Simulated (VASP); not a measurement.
A run of VASP 6.6.1 is set up as follows.

File POSCAR:

```
GaSb
1.0
    3.0662848511      3.0662848511      0.0000000000
   -3.0662848511      3.0662848511      0.0000000000
    0.0000000000      3.0662848511      3.0662848511
Ga Sb
1 1
Direct
    0.0000000000      0.0000000000      0.0000000000
    0.7500000000      0.2500000000      0.5000000000
```

Contents of INCAR.step1:

```
PREC = Accurate
ENCUT = 600
ISMEAR = 0
SIGMA = 0.01
LREAL = F
LASPH = T
NELM = 100
GGA = PE
ALGO = Normal
EDIFF = 1E-4
LWAVE = T
LCHARG = F
```

The input INCAR.step2:

```
PREC = Accurate
ENCUT = 600
EDIFF = 1E-6
ISMEAR = 0
SIGMA = 0.01
LREAL = F
LASPH = T
NELM = 100
ALGO = Normal
ISIF = 3
LWAVE = F
LCHARG = F
METAGGA = R2SCAN
LMIXTAU = T
IBRION = 2
NSW = 100
EDIFFG = -0.002
PSTRESS = 150.0
ISTART = 1
```

The input KPOINTS:

```
regular mesh
0
Gamma
  6 6 6
```

Potentials or basis: VASP PAW PBE potentials, release 64 (Ga_d, Sb).

Run with:

```bash
$ cat potpaw_PBE.64/Ga_d/POTCAR potpaw_PBE.64/Sb/POTCAR > POTCAR
$ cp INCAR.step1 INCAR
$ mpirun -np 1 vasp_std > vasp.out
$ cp INCAR.step2 INCAR
$ mpirun -np 1 vasp_std > vasp.out
```

Task: Predict the space group after relaxing (to 0.05 Å).

Result: F-43m (No. 216).

Task: What does it give for the relaxed volume?

Result: 24.04 Å³/atom.

Final structure:
```yaml
crystal:
  lattice:
    - [2.88606, 2.88606, 0.00000]
    - [-2.88606, 2.88606, 0.00000]
    - [0.00000, 2.88606, 2.88606]
  atoms:
    - { symbol: Ga, position: [0.00000, 0.00000, 0.00000] }
    - { symbol: Sb, position: [0.75000, 0.25000, 0.50000] }
```

Caveat: the cell is relaxed towards a set pressure, so the enthalpy falls and the energy may rise; the volume moved by over 15 % at a fixed basis, so the end points are rough; the PAW data sets were made with another functional, which shifts forces and pressure a little.
